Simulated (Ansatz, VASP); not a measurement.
Rh in VASP and in Ansatz

The input INCAR:

```
SYSTEM = Rh
  ALGO = Normal
  EDIFF = 1E-6
  ENCUT = 500
  GGA = PE
  GGA_COMPAT = .False.
  ISIF = 2
  ISMEAR = 1
  LASPH = .True.
  LCHARG = .False.
  LREAL = .False.
  LWAVE = .False.
  NBANDS = 14
  NELM = 120
  PREC = Accurate
  SIGMA = 0.05
```

Contents of KPOINTS:

```
k-points
0
Gamma
  13 13 13
  0 0 0
```

Contents of POSCAR:

```
Rh
1.0
    0.0000000000      1.8978500000      1.8978500000
    1.8978500000      0.0000000000      1.8978500000
    1.8978500000      1.8978500000      0.0000000000
Rh
1
Direct
    0.0000000000      0.0000000000      0.0000000000
```

Input for Ansatz:

```yaml
crystal:
  lattice:
    - [0.0, 1.89785, 1.89785]
    - [1.89785, 0.0, 1.89785]
    - [1.89785, 1.89785, 0.0]
  atoms:
    - { symbol: Rh, position: [0.0, 0.0, 0.0] }
basis:
  ecutwfc: 550.0
kpoints:
  mp_grid:
    grid: [13, 13, 13]
hamiltonian:
  xc: pbe
scf:
  max_iter: 75
  occupations:
    method: cold
    width: 0.05
output:
  stress: true
```

Alike in both runs: task single point; functional PBE; k mesh 13 × 13 × 13; no spin polarisation.

```csv
,VASP,Ansatz
version,VASP 6.6.1,Ansatz 0.2.0
potentials or method,"VASP PAW PBE potentials, release 64 (Rh_pv), cutoff 500 eV","plane waves, PAW"
occupations,"methfessel-paxton of order 1, width 0.05 eV","cold, width 0.05 eV"
valence electrons in the cell,15,17
```

Ansatz gave:

| Property | Result |
| --- | --- |
| pressure (GPa) | 7.4 |

Question: Estimate VASP's values.

Answer: Pressure (GPa): 7.7.

VASP's potentials hold 15 valence electrons a cell and Ansatz's 17, so a difference there can come from the potentials and not from the codes.
